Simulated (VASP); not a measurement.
# Re (P6_3/mmc) in VASP: notebook

Runs on Re. Level: PBE. Tasks: single point, relaxation of cell and atoms.

Everything below comes from runs of VASP 6.6.1. Logs are shortened: lines on timing, memory, paths and dates and some standing lists are left out, and cuts for length are marked.

## Step 1: The cell of the first run

It takes space group P6_3/mmc (No. 194, hexagonal). The conventional cell has a = 2.776 Å, b = 2.776 Å, c = 4.483 Å, α = 90.00°, β = 90.00°, γ = 120.00°. Within 3.6 Å of Re (site symmetry -6m2) lie 12 Re at 2.76 to 2.78 Å.

## Step 2: Single point, PBE

Input file INCAR:

```
PREC = Accurate
ENCUT = 520
EDIFF = 1E-6
ISMEAR = -1
SIGMA = 0.05
LREAL = False
LASPH = True
NELM = 100
ALGO = Normal
ISIF = 2
LWAVE = False
LCHARG = False
GGA = PE
NBANDS = 14
```

Input file KPOINTS:

```
regular mesh
0
Gamma
  17 17 9
```

Input file POSCAR:

```
Re
1.0
    2.7757147258      0.0000000000      0.0000000000
   -1.3878573629      2.4038394662      0.0000000000
    0.0000000000      0.0000000000      4.4830507731
Re
2
Direct
    0.3333333333      0.6666666667      0.2500000000
    0.6666666667      0.3333333333      0.7500000000
```

Potentials or basis: VASP PAW PBE potentials, release 64 (Re).

Command:

```
$ cat potpaw_PBE.64/Re/POTCAR > POTCAR
$ mpirun -np 1 vasp_std > vasp.out
```

OUTCAR:

```text
PREC = Accurate
   ENCUT = 520
   EDIFF = 1E-6
   ISMEAR = -1
   LREAL = False
   LASPH = True
   NELM = 100
   ISIF = 2
   GGA = PE

 ion  position               nearest neighbor table
   1  0.333  0.667  0.250-   2 2.76   2 2.76   2 2.76   2 2.76   2 2.76   2 2.76
   2  0.667  0.333  0.750-   1 2.76   1 2.76   1 2.76   1 2.76   1 2.76   1 2.76

  LATTYP: Found a hexagonal cell.
 ALAT       =     2.7757147258
 C/A-ratio  =     1.6150978094

  Lattice vectors:

 A1 = (   2.7757147258,   0.0000000000,   0.0000000000)
 A2 = (  -1.3878573629,   2.4038394662,   0.0000000000)
 A3 = (   0.0000000000,   0.0000000000,   4.4830507731)

Analysis of symmetry for initial positions (statically):
=====================================================================
 Subroutine PRICEL returns:
 Original cell was already a primitive cell.

 Routine SETGRP: Setting up the symmetry group for a
 hexagonal supercell.

 Subroutine GETGRP returns: Found 24 space group operations
 (whereof 12 operations were pure point group operations)
 out of a pool of 24 trial point group operations.

The static configuration has the point symmetry D_3d.
 The point group associated with its full space group is D_6h.

Analysis of symmetry for dynamics (positions and initial velocities):
=====================================================================
 Subroutine PRICEL returns:
 Original cell was already a primitive cell.

 Routine SETGRP: Setting up the symmetry group for a
 hexagonal supercell.

 Subroutine GETGRP returns: Found 24 space group operations
 (whereof 12 operations were pure point group operations)
 out of a pool of 24 trial point group operations.

The dynamic configuration has the point symmetry D_3d.
 The point group associated with its full space group is D_6h.

 Subroutine INISYM returns: Found 24 space group operations
 (whereof 12 operations are pure point group operations),
 and found     1 'primitive' translations

----------------------------------------------------------------------------------------

                                     Primitive cell

  volume of cell :      29.9126

  direct lattice vectors                    reciprocal lattice vectors
     2.775714726  0.000000000  0.000000000     0.360267570  0.208000579  0.000000000
    -1.387857363  2.403839466  0.000000000     0.000000000  0.416001157  0.000000000
     0.000000000  0.000000000  4.483050773     0.000000000  0.000000000  0.223062386

  length of vectors
     2.775714726  2.775714726  4.483050773     0.416001157  0.416001157  0.223062386

[... 91 lines left out ...]
   NELECT =      14.0000    total number of electrons
   NUPDOWN=      -1.0000    fix difference up-down
   EMIN   =  10.00;   EMAX   =-10.00  energy-range for DOS
   EFERMI =   0.00;   METHOD = LEGACY
   ISMEAR =    -1;   SIGMA  =   0.05  broadening in eV -4-tet -1-fermi 0-gaus
   EFERMI_NEDOS =   21; number of points for ismear=-14 and -15
   IALGO  =     38    algorithm
   IMIX   =      4    mixing-type and parameters
     AMIX     =   0.40;   BMIX     =  1.00
     AMIX_MAG =   1.60;   BMIX_MAG =  1.00
  volume/ion in A,a.u.               =      14.96       100.93
  Fermi-wavevector in a.u.,A,eV,Ry     =   1.271060  2.401956 21.981499  1.615595
  Thomas-Fermi vector in A             =   2.404014
   LORBIT       =      0    0 simple, 1 ext, 2 COOP (PROOUT), +10 PAW based schemes
   GGA     = PE    functional components
   LHFCALC =     F    Hartree Fock is set to
   AEXX    =    0.0000 exact exchange contribution
   IVDW    =     0    specifies the selected vdW correction
   LEPSILON=     F    determine dielectric tensor
   LRPA    =     F    only Hartree local field effects (RPA)
 non-spin polarized calculation
  energy-cutoff  :      520.00
  volume of cell :       29.91
 maximum number of plane-waves:       817
 NGX is ok and might be reduce to    24
   NGX = 11   NGY = 11   NGZ = 17

 number of electron      14.0000000 magnetization

 Free energy of the ion-electron system (eV)
  ---------------------------------------------------
  ext. energy  EPLUGINS =         0.00000000
  ---------------------------------------------------
  free energy    TOTEN  =       -24.85959289 eV

  energy without entropy =      -24.84712142  energy(sigma->0) =      -24.85335715

 E-fermi :   7.6791     XC(G=0): -13.6406

 val. band max:        7.6672393970   @ k =   0.3529   0.1765   0.3333
 cond. band min:       7.6936354800   @ k =   0.1176   0.1176   0.2222
 fundamental gap:      0.0263960830
 Fermi energy:         7.6791332499

 k-point     1 :       0.0000    0.0000    0.0000
  band No.  band energies     occupation
      1      -2.0688      2.00000
      2       1.1811      2.00000
      3       6.1448      2.00000
      4       6.1479      2.00000
      5       6.1479      2.00000
      6       6.9619      2.00000
      7       6.9619      2.00000
      8       7.8720      0.04137
      9       7.8720      0.04137
     10       8.2680      0.00002
     11      10.9726      0.00000
     12      10.9726      0.00000
     13      17.4830      0.00000
     14      21.8109      0.00000
[... 377 lines left out ...]
      1       1.0292      2.00000
      2       3.3591      2.00000
      3       3.8459      2.00000
      4       3.9092      2.00000
      5       5.7642      2.00000
      6       6.0197      2.00000
      7       7.2049      1.99985
      8       8.1766      0.00010
      9       9.5711      0.00000
     10      10.4868      0.00000
     11      11.4687      0.00000
     12      16.8663      0.00000
     13      17.7219      0.00000
     14      21.3425      0.00000

 [... further k-points ...]

------------------------ aborting loop because EDIFF is reached ----------------------------------------

  FORCE on cell =-STRESS in cart. coord.  units (eV):
  Direction    XX          YY          ZZ          XY          YZ          ZX
  --------------------------------------------------------------------------------------
  -------------------------------------------------------------------------------------
  Total       -0.1100405     -0.1100405     -0.1481795      0.0000000     -0.0000000      0.0000000
  in kB       -5.8939896     -5.8939896     -7.9367873      0.0000000     -0.0000000      0.0000000
  external PRESSURE =      -6.5749221 kB  Pullay stress =       0.0000000 kB

 VOLUME and BASIS-vectors are now :
 -----------------------------------------------------------------------------
  energy-cutoff  :      520.00
  volume of cell :       29.91
      direct lattice vectors                 reciprocal lattice vectors
     2.775714726  0.000000000  0.000000000     0.360267570  0.208000579  0.000000000
    -1.387857363  2.403839466  0.000000000     0.000000000  0.416001157  0.000000000
     0.000000000  0.000000000  4.483050773     0.000000000  0.000000000  0.223062386

 POSITION                                       TOTAL-FORCE (eV/Angst)
 -----------------------------------------------------------------------------------
     -0.00000      1.60256      1.12076         0.000000     -0.000000      0.000000
      1.38786      0.80128      3.36229        -0.000000      0.000000      0.000000
 -----------------------------------------------------------------------------------
    total drift:                               -0.000000      0.000000     -0.000000

  FREE ENERGIE OF THE ION-ELECTRON SYSTEM (eV)
  ---------------------------------------------------
  free  energy   TOTEN  =       -24.8595928918 eV

  energy  without entropy=      -24.8471214180  energy(sigma->0) =      -24.85335715
```

Run time: 51 s. Hardware: 1 thread of AMD EPYC 9R45 (Zen 5), shared host; peak memory 0.17 GiB.

What came out:

- Free energy: -24.8596 eV
- Pressure: -0.7 GPa
- Band gap on the k mesh: zero (bands 7 and 8 overlap by 3.02 eV)

Levels at points of the mesh, in eV from the Fermi level:
| k point | band 4 | band 5 | band 6 | band 7 | band 8 | band 9 | band 10 | band 11 |
| --- | --- | --- | --- | --- | --- | --- | --- | --- |
| (0.00, 0.00, 0.00) | -1.53 | -1.53 | -0.72 | -0.72 | 0.19 | 0.19 | 0.59 | 3.29 |

Caveat: spin-orbit coupling is left out, which moves the levels of the heavy elements.

## Step 3: Relaxation of cell and atoms, PBE

Input file INCAR:

```
SYSTEM = Re
PREC = Accurate
ENCUT = 600
EDIFF = 1E-6
ISMEAR = -1
SIGMA = 0.05
LREAL = .False.
LASPH = .True.
NELM = 80
ALGO = Normal
ISIF = 3
LWAVE = .False.
LCHARG = .False.
GGA = PE
IBRION = 2
NSW = 45
EDIFFG = -0.005
```

Input file KPOINTS:

```
Automatic mesh
0
Gamma
  17 17 9
  0 0 0
```

Input file POSCAR:

```
Re
1.0
    2.7755478259      0.0000000000      0.0000000000
   -1.3877739130      2.4036949266      0.0000000000
    0.0000000000      0.0000000000      4.4824474845
Re
2
Direct
    0.3333333333      0.6666666667      0.2500000000
    0.6666666667      0.3333333333      0.7500000000
```

Potentials or basis: VASP PAW PBE potentials, release 64 (Re).

Command:

```
$ cat potpaw_PBE.64/Re/POTCAR > POTCAR
$ mpirun -np 1 vasp_std > vasp.out
```

Run time: 72 s. Hardware: 1 thread of AMD EPYC 9R45 (Zen 5), shared host; peak memory 0.18 GiB.

Results (log left out):

| Property | Result |
| --- | --- |
| Free energy | -24.8619 eV |
| Relaxed volume | 14.94 Å³/atom |
| Relaxed cell | a = 2.775 Å, b = 2.775 Å, c = 4.480 Å, α = 90.00°, β = 90.00°, γ = 120.00° |
| Space group after relaxing (to 0.1 Å) | P6_3/mmc (No. 194) |
| Energy gained by relaxing | 0.0 meV/atom |
| Ionic steps | 4 |
| Pressure after relaxing | 0.0 GPa |
| Band gap on the k mesh | zero (bands 7 and 8 overlap by 3.03 eV) |

Stress tensor (GPa, compression positive):
```
 0.04  0.00  0.00
 0.00  0.04  0.00
 0.00  0.00 -0.05
```

Final structure:
```
Re
1.0
     2.77469    0.00000    0.00000
    -1.38734    2.40295    0.00000
     0.00000    0.00000    4.48041
Re
2
Direct
  0.33333 0.66667 0.25000
  0.66667 0.33333 0.75000
```

Levels at points of the mesh, in eV from the Fermi level:
| k point | band 5 | band 6 | band 7 | band 8 | band 9 | band 10 |
| --- | --- | --- | --- | --- | --- | --- |
| (0.00, 0.00, 0.00) | -1.53 | -0.72 | -0.72 | 0.19 | 0.19 | 0.59 |

Caveat: spin-orbit coupling is left out, which moves the levels of the heavy elements.

The gap in the log of VASP goes by the Fermi energy; the results here count the filled bands.